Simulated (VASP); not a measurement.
SnTe, 4 atoms in the cell. The structure is hexagonal, space group P6_3mc (No. 186). Conventional cell: a = 5.397 Å, b = 5.397 Å, c = 6.488 Å, α = 90.00°, β = 90.00°, γ = 120.00°. Sn (site symmetry 3m) has 5 Te at 3.03 to 3.46 Å within 4.0 Å. Within 4.0 Å of Te (site symmetry 3m) lie 5 Sn at 3.03 to 3.46 Å. 

| Property | Result |
| --- | --- |
| Program | VASP 6.6.1 |
| Task | single point |
| Functional | r2SCAN |
| Potentials or basis | VASP PAW PBE potentials, release 64 (Sn_d, Te) |
| Cutoff | 520 eV |
| k mesh | 8 × 8 × 1 |
| Occupations | gaussian, width 0.01 eV |
| Spin | no spin polarisation |
| Dipole correction | no |
| Further INCAR settings | ALGO = Normal; EDIFF = 1e-06; NBANDS = 28 |

Potentials or basis: VASP PAW PBE potentials, release 64 (Sn_d, Te).

The run is started by

```sh
$ cat potpaw_PBE.64/Sn_d/POTCAR potpaw_PBE.64/Te/POTCAR > POTCAR
$ cp INCAR.step1 INCAR
$ mpirun -np 1 vasp_std > vasp.out
$ cp INCAR.step2 INCAR
$ mpirun -np 1 vasp_std > vasp.out
```

Hardware: 1 thread of Intel(R) Xeon(R) Platinum 8488C (Sapphire Rapids), on a shared host.

How long does it take, and how much memory?

Wall time 91 s on 1 thread of Intel(R) Xeon(R) Platinum 8488C (Sapphire Rapids), with other jobs on the host, peak memory 0.3 GiB. Counts: k points 10.
